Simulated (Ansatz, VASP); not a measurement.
## K3Os: VASP beside Ansatz

```
K Os
1.0
     7.62825    0.00000    0.00000
    -3.81412    6.60626    0.00000
     0.00000    0.00000    5.74042
K Os
6 2
Cartesian
  3.8141 4.1655 1.4351
  -1.7004 5.3859 4.3053
  2.1137 1.2204 1.4351
  0.0000 2.4407 4.3053
  5.5145 1.2204 1.4351
  1.7004 5.3859 4.3053
  0.0000 4.4042 1.4351
  3.8141 2.2021 4.3053
```

Alike in both runs: functional PBE; k mesh 6 × 6 × 6; occupations gaussian, width 0.1 eV; no spin polarisation.

Ansatz relaxed the structure, and its values are those at the end. VASP's run is a single point on that final structure, the one shown.

```csv
,VASP,Ansatz
version,VASP 6.6.1,Ansatz 0.2.0
potentials or method,"VASP PAW PBE potentials, release 64 (K_sv, Os), cutoff 520 eV","scalar-relativistic, plane waves, PAW"
valence electrons in the cell,70,86
```

```csv
,VASP,Ansatz,Ansatz less VASP
gap on the k mesh at the Fermi level (eV),none,none,-
pressure (GPa),0.0,0.0,0.00
```

A gap of «none» marks a metal or a gap that the smearing closes. The functional is the same, so the differences come from potentials, cutoffs and numerics. VASP's potentials hold 70 valence electrons a cell and Ansatz's 86, so a difference there can come from the potentials and not from the codes.

Spin-orbit coupling is off throughout.
